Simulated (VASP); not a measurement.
Set up this calculation in VASP 6.6.1, as the native input.

| Property | Result |
| --- | --- |
| Task | single point |
| Functional | PBEsol |
| Potentials or basis | VASP PAW PBE potentials, release 64 (Al, Cu) |
| Cutoff | 520 eV |
| k mesh | 2 × 2 × 2 |
| Occupations | gaussian, width 0.15 eV |
| Spin | no spin polarisation |
| Dipole correction | no |
| Further INCAR settings | LREAL = Auto; ALGO = Normal; EDIFF = 1e-07; NBANDS = 76 |

The structure of Al32Cu (a cell with a defect) lies in POSCAR:

```
Al32Cu
1.0
    8.1000000000      0.0000000000      0.0000000000
    0.0000000000      8.1000000000      0.0000000000
    0.0000000000      0.0000000000      8.1000000000
Al Cu
32 1
Direct
    0.5025255556     -0.0000032099      0.0001367901
    0.7496800000      0.2470497531      0.0001150617
    0.7496618519     -0.0000027160      0.2471935802
   -0.0033414815     -0.0000019753      0.0000986420
    0.2495716049      0.2407114815      0.0002118519
    0.5089843210      0.4999958025      0.0002071605
    0.7496787654      0.7529433333      0.0001154321
    0.2495518519     -0.0000059259      0.2408445679
    0.5034260494      0.2460985185      0.2462593827
    0.7493369136      0.4999961728      0.2408306173
    0.5089685185     -0.0000060494      0.5001620988
    0.7493550617      0.2407097531      0.5001495062
    0.7496916049     -0.0000023457      0.7530928395
   -0.0096051852      0.4999970370      0.0002182716
    0.2495701235      0.7592832099      0.0002119753
   -0.0041380247      0.2463403704      0.2464985185
    0.2498683951      0.4999986420      0.2114235802
    0.5034279012      0.7538945679      0.2462574074
   -0.0096011111     -0.0000056790      0.5001334568
    0.2498707407      0.2110409877      0.5000656790
    0.5377485185      0.4999980247      0.5000992593
    0.7493544444      0.7592848148      0.5001500000
    0.2495930864     -0.0000056790      0.7593997531
    0.5033697531      0.2461606173      0.7540012346
    0.7493748148      0.4999966667      0.7594087654
   -0.0041412346      0.7536538272      0.2464958025
   -0.0402216049      0.4999995062      0.5000346914
    0.2498696296      0.7889366667      0.5000661728
   -0.0040417284      0.2464298765      0.7537267901
    0.2498722222      0.4999991358      0.7893287654
    0.5033718519      0.7538328395      0.7540035802
   -0.0040453086      0.7535648148      0.7537301235
    0.2486996296      0.4999876543      0.5003965432
```

These files were run (other wordings do the same):

INCAR

```
SYSTEM = Al32Cu
PREC = Accurate ; ENCUT = 520
EDIFF = 1E-7 ; ISMEAR = 0
SIGMA = 0.15 ; LREAL = Auto
LASPH = .True. ; NELM = 100
ALGO = Normal ; ISIF = 2
LWAVE = .False. ; LCHARG = .False.
GGA = PS ; NBANDS = 76
```

KPOINTS

```
regular mesh
0
Gamma
  2 2 2
  0 0 0
```

Potentials or basis: VASP PAW PBE potentials, release 64 (Al, Cu).

Run with:

```console
$ cat potpaw_PBE.64/Al/POTCAR potpaw_PBE.64/Cu/POTCAR > POTCAR
$ mpirun -np 1 vasp_std > vasp.out
```

It gave:

- Pressure: 1.3 GPa
- Largest force: 0.025 eV/Å
- Band gap on the k mesh: zero (an odd number of electrons rules out a gap without spin polarisation)

Caveat: the k points lie up to 0.39 Å⁻¹ apart, too coarse for converged energies and pressures of a metal; the PAW data sets were made with another functional, which shifts forces and pressure a little.

Wall time 4.3 min on 1 thread of AMD EPYC 9R45 96-Core Processor (Zen 5), on a shared host, peak memory 0.54 GiB.
